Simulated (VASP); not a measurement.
# TiO (P-62m) in VASP: single point with r2SCAN

Aim: the single point of TiO with r2SCAN.

Everything below comes from runs of VASP 6.6.1. Logs are shortened: lines on timing, memory, paths and dates and some standing lists are left out, and cuts for length are marked.

## 1. The cell of the first run

It takes space group P-62m (No. 189, hexagonal). The conventional cell has a = 4.980 Å, b = 4.980 Å, c = 2.865 Å, α = 90.00°, β = 90.00°, γ = 120.00°. Ti (site symmetry -6) has 6 O at 2.10 Å and 5 Ti at 2.87 to 2.88 Å within 2.9 Å. Within 2.6 Å of Ti (site symmetry -62m) lie 3 O at 1.96 Å. O (site symmetry m2m) has 5 Ti at 1.96 to 2.10 Å and 4 O at 2.65 Å within 2.7 Å.

## 2. Single point, r2SCAN

POSCAR

```
TiO
1.0
    4.9801152658      0.0000000000      0.0000000000
   -2.4900576329      4.3129063340      0.0000000000
    0.0000000000      0.0000000000      2.8654226597
Ti O
3 3
Direct
    0.6666666667      0.3333333333      0.5000000000
    0.3333333333      0.6666666667      0.5000000000
    0.0000000000      0.0000000000      0.0000000000
    0.6057670848      0.6057670848      0.0000000000
    0.3942329152      0.0000000000      0.0000000000
    0.0000000000      0.3942329152      0.0000000000
```

INCAR.step1

```
SYSTEM = TiO
PREC = Accurate
ENCUT = 520
ISMEAR = 0
SIGMA = 0.15
LREAL = .False.
LASPH = .True.
NELM = 60
NBANDS = 36
GGA = PE
ALGO = Normal
EDIFF = 1E-4
LWAVE = .True.
LCHARG = .False.
```

INCAR.step2

```
SYSTEM = TiO
PREC = Accurate
ENCUT = 520
EDIFF = 1E-7
ISMEAR = 0
SIGMA = 0.15
LREAL = .False.
LASPH = .True.
NELM = 60
ALGO = Normal
ISIF = 2
LWAVE = .False.
LCHARG = .False.
METAGGA = R2SCAN
LMIXTAU = .True.
NBANDS = 36
ISTART = 1
```

KPOINTS

```
Automatic mesh
0
Gamma
  12 12 18
  0 0 0
```

Potentials or basis: VASP PAW PBE potentials, release 64 (Ti_sv, O).

Run with:

```sh
$ cat potpaw_PBE.64/Ti_sv/POTCAR potpaw_PBE.64/O/POTCAR > POTCAR
$ cp INCAR.step1 INCAR
$ mpirun -np 1 vasp_std > vasp.out
$ cp INCAR.step2 INCAR
$ mpirun -np 1 vasp_std > vasp.out
```

OUTCAR:

```text
SYSTEM = TiO
   PREC = Accurate
   ENCUT = 520
   EDIFF = 1E-7
   ISMEAR = 0
   LREAL = .False.
   LASPH = .True.
   NELM = 60
   ISIF = 2
   METAGGA = R2SCAN
   ISTART = 1

 ion  position               nearest neighbor table
   1  0.667  0.333  0.500-   6 2.10   6 2.10   5 2.10   5 2.10   4 2.10   4 2.10   2 2.88   2 2.88
                             2 2.88
   2  0.333  0.667  0.500-   5 2.10   5 2.10   6 2.10   6 2.10   4 2.10   4 2.10   1 2.88   1 2.88
                             1 2.88
   3  0.000  0.000  0.000-   5 1.96   4 1.96   6 1.96
   4  0.606  0.606  0.000-   3 1.96   2 2.10   2 2.10   1 2.10   1 2.10
   5  0.394  0.000  0.000-   3 1.96   2 2.10   2 2.10   1 2.10   1 2.10
   6  0.000  0.394  0.000-   3 1.96   1 2.10   1 2.10   2 2.10   2 2.10

  LATTYP: Found a hexagonal cell.
 ALAT       =     4.9801152658
 C/A-ratio  =     0.5753727588

  Lattice vectors:

 A1 = (   4.9801152658,   0.0000000000,   0.0000000000)
 A2 = (  -2.4900576329,   4.3129063340,   0.0000000000)
 A3 = (   0.0000000000,   0.0000000000,   2.8654226597)

Analysis of symmetry for initial positions (statically):
=====================================================================
 Subroutine PRICEL returns:
 Original cell was already a primitive cell.

 Routine SETGRP: Setting up the symmetry group for a
 hexagonal supercell.

 Subroutine GETGRP returns: Found 12 space group operations
 (whereof 12 operations were pure point group operations)
 out of a pool of 24 trial point group operations.

The static configuration has the point symmetry D_3h.

Analysis of symmetry for dynamics (positions and initial velocities):
=====================================================================
 Subroutine PRICEL returns:
 Original cell was already a primitive cell.

 Routine SETGRP: Setting up the symmetry group for a
 hexagonal supercell.

 Subroutine GETGRP returns: Found 12 space group operations
 (whereof 12 operations were pure point group operations)
 out of a pool of 24 trial point group operations.

The dynamic configuration has the point symmetry D_3h.

 Subroutine INISYM returns: Found 12 space group operations
 (whereof 12 operations are pure point group operations),
 and found     1 'primitive' translations

----------------------------------------------------------------------------------------

                                     Primitive cell

  volume of cell :      61.5458

  direct lattice vectors                    reciprocal lattice vectors
     4.980115266  0.000000000  0.000000000     0.200798565  0.115931106  0.000000000
    -2.490057633  4.312906334  0.000000000     0.000000000  0.231862211  0.000000000
     0.000000000  0.000000000  2.865422660     0.000000000  0.000000000  0.348988655

  length of vectors
     4.980115266  4.980115266  2.865422660     0.231862211  0.231862211  0.348988655

  position of ions in fractional coordinates (direct lattice)
     0.666666667  0.333333333  0.500000000
     0.333333333  0.666666667  0.500000000
     0.000000000  0.000000000  0.000000000
     0.605767085  0.605767085  0.000000000
     0.394232915  0.000000000  0.000000000
     0.000000000  0.394232915  0.000000000

  ion indices of the primitive-cell ions
   primitive index   ion index
                 1           1
                 2           2
                 3           3
                 4           4
                 5           5
                 6           6

----------------------------------------------------------------------------------------

 KPOINTS: Automatic mesh

Automatic generation of k-mesh.
 Grid dimensions read from file:
 generate k-points for:   12   12   18

 Generating k-lattice:

  Cartesian coordinates                     Fractional coordinates (reciprocal lattice)
     0.016733214  0.009660925  0.000000000     0.083333333  0.000000000  0.000000000
     0.000000000  0.019321851  0.000000000     0.000000000  0.083333333  0.000000000
     0.000000000  0.000000000  0.019388259     0.000000000  0.000000000  0.055555556

  Length of vectors
     0.019321851  0.019321851  0.019388259

  Shift w.r.t. Gamma in fractional coordinates (k-lattice)
     0.000000000  0.000000000  0.000000000

 Subroutine IBZKPT returns following result:
 ===========================================

 Found    190 irreducible k-points:

 Following reciprocal coordinates:
            Coordinates               Weight
  0.000000  0.000000  0.000000      1.000000
  0.083333  0.000000  0.000000      6.000000
  0.166667  0.000000  0.000000      6.000000
  0.250000  0.000000  0.000000      6.000000
  0.333333  0.000000  0.000000      6.000000
  0.416667  0.000000  0.000000      6.000000
[... 16 lines left out ...]
  0.250000  0.000000  0.055556     12.000000
  0.333333  0.000000  0.055556     12.000000
 [... further k-points ...]
   k-points           NKPTS =    190   k-points in BZ     NKDIM =    190   number of bands    NBANDS=     36
   number of dos      NEDOS =    301   number of ions     NIONS =      6
   total plane-waves  NPLWV =  38400
   dimension x,y,z NGX =    40 NGY =   40 NGZ =   24
   dimension x,y,z NGXF=    80 NGYF=   80 NGZF=   48
   ions per type =               3   3
   NGX,Y,Z   is equivalent  to a cutoff of  13.35, 13.35, 13.92 a.u.
   NGXF,Y,Z  is equivalent  to a cutoff of  26.71, 26.71, 27.85 a.u.
 SYSTEM =  TiO
   PREC   = accura    normal or accurate (medium, high low for compatibility)
   ISTART =      1    job   : 0-new  1-cont  2-samecut
   ICHARG =      0    charge: 1-file 2-atom 10-const
   ISPIN  =      1    spin polarized calculation?
   LNONCOLLINEAR =      F non collinear calculations
   LSORBIT =      F    spin-orbit coupling
   LASPH  =      T    aspherical Exc in radial PAW
   ENCUT  =  520.0 eV  38.22 Ry    6.18 a.u.   9.26  9.26  5.33*2*pi/ulx,y,z
   NELM   =     60;   NELMIN=  2; NELMDL=  0     # of ELM steps
   EDIFF  = 0.1E-06   stopping-criterion for ELM
   LREAL  =      F    real-space projection
   EDIFFG = 0.1E-05   stopping-criterion for IOM
   NSW    =      0    number of steps for IOM
   IBRION =     -1    ionic relax: 0-MD 1-quasi-New 2-CG
   NFREE  =      0    steps in history (QN), initial steepest desc. (CG)
   ISIF   =      2    stress and relaxation
   ISYM   =      2    0-nonsym 1-usesym 2-fastsym
   POTIM  = 0.5000    time-step for ionic-motion
   TEBEG  =    0.0;   TEEND  =   0.0 temperature during run
   PSTRESS=    0.0 pullay stress
   NELECT =      54.0000    total number of electrons
   NUPDOWN=      -1.0000    fix difference up-down
   EMIN   =  10.00;   EMAX   =-10.00  energy-range for DOS
   EFERMI =   0.00;   METHOD = LEGACY
   ISMEAR =     0;   SIGMA  =   0.15  broadening in eV -4-tet -1-fermi 0-gaus
   EFERMI_NEDOS =   21; number of points for ismear=-14 and -15
   IALGO  =     38    algorithm
   IMIX   =      4    mixing-type and parameters
     AMIX     =   0.40;   BMIX     =  1.00
     AMIX_MAG =   1.60;   BMIX_MAG =  1.00
  volume/ion in A,a.u.               =      10.26        69.22
  Fermi-wavevector in a.u.,A,eV,Ry     =   1.567256  2.961685 33.419889  2.456293
  Thomas-Fermi vector in A             =   2.669463
   LORBIT       =      0    0 simple, 1 ext, 2 COOP (PROOUT), +10 PAW based schemes
   METAGGA = R2SCAN    functional components
   LHFCALC =     F    Hartree Fock is set to
   AEXX    =    0.0000 exact exchange contribution
   IVDW    =     0    specifies the selected vdW correction
   LEPSILON=     F    determine dielectric tensor
   LRPA    =     F    only Hartree local field effects (RPA)
 non-spin polarized calculation
 Gauss-broadening in eV      SIGMA  =   0.15
  energy-cutoff  :      520.00
  volume of cell :       61.55
 maximum number of plane-waves:      1691
 NGX is ok and might be reduce to    40
   NGX = 19   NGY = 19   NGZ = 11

 number of electron      54.0000003 magnetization

 Free energy of the ion-electron system (eV)
  ---------------------------------------------------
  ext. energy  EPLUGINS =         0.00000000
  ---------------------------------------------------
  free energy    TOTEN  =       -73.64790360 eV

  energy without entropy =      -73.64114003  energy(sigma->0) =      -73.64452182

 E-fermi :  10.8538     XC(G=0): -13.3209

 val. band max:       10.8482228908   @ k =   0.2500   0.0000   0.5000
 cond. band min:      10.8547981678   @ k =   0.0833   0.0833   0.1667
 fundamental gap:      0.0065752770
 Fermi energy:        10.8538452541

 k-point     1 :       0.0000    0.0000    0.0000
  band No.  band energies     occupation
      1     -49.8712      2.00000
      2     -49.7887      2.00000
      3     -49.3302      2.00000
      4     -25.3129      2.00000
      5     -25.3129      2.00000
      6     -25.0064      2.00000
[... 28 lines left out ...]
     35      12.7848      0.00000
     36      13.0410      0.00000

 k-point     2 :       0.0833    0.0000    0.0000
  band No.  band energies     occupation
      1     -49.8698      2.00000
      2     -49.7899      2.00000
      3     -49.3303      2.00000
      4     -25.3188      2.00000
      5     -25.3126      2.00000
      6     -24.9990      2.00000
[... 28 lines left out ...]
     35      12.8038      0.00000
     36      13.1404      0.00000

 k-point     3 :       0.1667    0.0000    0.0000
  band No.  band energies     occupation
      1     -49.8660      2.00000
      2     -49.7934      2.00000
      3     -49.3306      2.00000
      4     -25.3340      2.00000
      5     -25.3085      2.00000
      6     -24.9835      2.00000
[... 28 lines left out ...]
     35      12.8585      0.00000
     36      13.4016      0.00000

 k-point     4 :       0.2500    0.0000    0.0000
  band No.  band energies     occupation
      1     -49.8601      2.00000
      2     -49.7990      2.00000
      3     -49.3310      2.00000
      4     -25.3529      2.00000
      5     -25.2945      2.00000
      6     -24.9781      2.00000
[... 28 lines left out ...]
     35      12.9409      0.00000
     36      13.3396      0.00000

 k-point     5 :       0.3333    0.0000    0.0000
  band No.  band energies     occupation
      1     -49.8530      2.00000
      2     -49.8058      2.00000
      3     -49.3314      2.00000
      4     -25.3699      2.00000
      5     -25.2678      2.00000
      6     -24.9999      2.00000
[... 655 lines left out ...]
 k-point    22 :       0.1667    0.0000    0.0556
  band No.  band energies     occupation
      1     -49.8642      2.00000
      2     -49.7918      2.00000
      3     -49.3291      2.00000
      4     -25.3291      2.00000
      5     -25.3038      2.00000
      6     -24.9850      2.00000
[... 28 lines left out ...]
     35      12.8233      0.00000
     36      13.4531      0.00000

 k-point    23 :       0.2500    0.0000    0.0556
  band No.  band energies     occupation
      1     -49.8584      2.00000
      2     -49.7973      2.00000
      3     -49.3295      2.00000
      4     -25.3477      2.00000
      5     -25.2900      2.00000
      6     -24.9818      2.00000
[... 28 lines left out ...]
     35      12.9043      0.00000
     36      13.3161      0.00000

 k-point    24 :       0.3333    0.0000    0.0556
  band No.  band energies     occupation
      1     -49.8512      2.00000
      2     -49.8042      2.00000
      3     -49.3299      2.00000
      4     -25.3645      2.00000
      5     -25.2637      2.00000
      6     -25.0018      2.00000
[... 28 lines left out ...]
     35      12.9927      0.00000
     36      13.1681      0.00000

 [... further k-points ...]
[... 5 lines left out ...]
  --------------------------------------------------------------------------------------
  -------------------------------------------------------------------------------------
  Total        0.5841647      0.5841647      0.6898773      0.0000000     -0.0000000      0.0000000
  in kB       15.2071472     15.2071472     17.9590910      0.0000000     -0.0000000      0.0000000
  external PRESSURE =      16.1244618 kB  Pullay stress =       0.0000000 kB

 VOLUME and BASIS-vectors are now :
 -----------------------------------------------------------------------------
  energy-cutoff  :      520.00
  volume of cell :       61.55
      direct lattice vectors                 reciprocal lattice vectors
     4.980115266  0.000000000  0.000000000     0.200798565  0.115931106  0.000000000
    -2.490057633  4.312906334  0.000000000     0.000000000  0.231862211  0.000000000
     0.000000000  0.000000000  2.865422660     0.000000000  0.000000000  0.348988655

 POSITION                                       TOTAL-FORCE (eV/Angst)
 -----------------------------------------------------------------------------------
      2.49006      1.43764      1.43271         0.000000     -0.000000     -0.000000
     -0.00000      2.87527      1.43271         0.000000      0.000000     -0.000000
      0.00000      0.00000      0.00000         0.000000     -0.000000     -0.000000
      1.50839      2.61262      0.00000        -0.013563     -0.023491     -0.000000
      1.96333      0.00000      0.00000         0.027125     -0.000000      0.000000
     -0.98166      1.70029      0.00000        -0.013563      0.023491      0.000000
 -----------------------------------------------------------------------------------
    total drift:                               -0.000002     -0.000003      0.000001

  FREE ENERGIE OF THE ION-ELECTRON SYSTEM (eV)
  ---------------------------------------------------
  free  energy   TOTEN  =       -73.6479035997 eV

  energy  without entropy=      -73.6411400335  energy(sigma->0) =      -73.64452182
```

It took 53 min on 1 thread of Intel Xeon 8259CL, shared host; peak memory 0.44 GiB.

Results:

- Free energy: -73.6479 eV
- Pressure: 1.6 GPa
- Largest force: 0.027 eV/Å
- Band gap on the k mesh: zero (bands 27 and 28 overlap by 1.36 eV)

Forces in eV/Å, atoms in the order of the input:
```
Ti   0.000  0.000  0.000
Ti   0.000  0.000  0.000
Ti   0.000  0.000  0.000
O   -0.014 -0.023  0.000
O    0.027  0.000  0.000
O   -0.014  0.023  0.000
```

Caveat: the PAW data sets were made with another functional, which shifts forces and pressure a little; semilocal functionals often make such compounds metallic where correlation or magnetic order opens a gap, which also shifts bond lengths.
